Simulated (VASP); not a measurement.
**W: single point with PBE**

Crystal: W.

```xyz
1
Lattice="-1.6082 1.6082 1.6082 1.6082 -1.6082 1.6082 1.6082 1.6082 -1.6082" Properties=species:S:1:pos:R:3 pbc="T T T"
W     0.0000    0.0000    0.0000
```

```json
{
 "Program": "VASP 6.6.1",
 "Task": "single point",
 "Functional": "PBE",
 "Potentials or basis": "VASP PAW PBE potentials, release 64 (W_sv)",
 "Cutoff": "520 eV",
 "k mesh": "8 × 8 × 8",
 "Occupations": "fermi-dirac, width 0.1 eV",
 "Spin": "no spin polarisation",
 "Dipole correction": "no",
 "Further INCAR settings": "ALGO = Normal; EDIFF = 1e-06; NBANDS = 13"
}
```

- Pressure: -8.1 GPa
- Band gap on the k mesh: zero (band 7 reaches 15.58 eV, above the bottom of band 8 at 9.61 eV)

Levels at points of the mesh, in eV from the Fermi level:
```tsv
k point	band 4	band 5	band 6	band 7	band 8	band 9	band 10	band 11
(0.00, 0.00, 0.00)	-37.69	-9.19	-0.97	-0.97	-0.97	2.33	2.33	14.58
(0.50, 0.00, 0.00)	-37.70	-5.79	-3.16	0.70	2.20	3.12	5.91	10.50
(0.50, 0.50, 0.50)	-38.47	-5.28	-5.28	5.01	5.01	5.01	8.05	8.05
```

Run time: 4.6 s on 1 thread of AMD EPYC 9R45 96-Core Processor (Zen 5), with other jobs on the host, peak memory 0.11 GiB.

Caveat: spin-orbit coupling is left out, which moves the levels of the heavy elements.
